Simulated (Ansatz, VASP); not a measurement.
## Hf2TaN2 in VASP and in Ansatz

```xyz
5
Lattice="3.3994 0.0000 0.0000 -1.6997 2.9440 0.0000 0.0000 0.0000 8.3795" Properties=species:S:1:pos:R:3 pbc="T T T"
Hf    1.6997    0.9813    5.6552
Hf    0.0000    1.9627    2.7243
Ta    0.0000    0.0000    0.0000
N     1.6997    0.9813    3.2524
N     0.0000    1.9627    5.1271
```

Change from the starting cell: species swapped into the Er2SeO2 type (P-3m1, No. 164).

Alike in both runs: functional PBE; k mesh 6 × 6 × 4; occupations gaussian, width 0.1 eV; no spin polarisation.

Ansatz relaxed the structure, and its values are those at the end. VASP's run is a single point on that final structure, the one shown.

|  | VASP | Ansatz |
| --- | --- | --- |
| version | VASP 6.6.1 | Ansatz 0.2.0 |
| potentials or method | VASP PAW PBE potentials, release 64 (Hf_pv, Ta_pv, N), cutoff 520 eV | scalar-relativistic, plane waves, PAW |
| valence electrons in the cell | 41 | 75 |

Ansatz gave:

| Quantity | Value |
| --- | --- |
| gap on the k mesh at the Fermi level (eV) | none |
| pressure (GPa) | 0.0 |
| rms of the force components (eV/Å) | 0.012 |

Question: Estimate VASP's values.

Answer: gap on the k mesh at the Fermi level (eV): none; pressure (GPa): -0.8; rms of the force components (eV/Å): 0.032.

A gap of «none» marks a metal or a gap that the smearing closes. VASP's potentials hold 41 valence electrons a cell and Ansatz's 75, so a difference there can come from the potentials and not from the codes.

Neither program's run includes spin-orbit coupling.
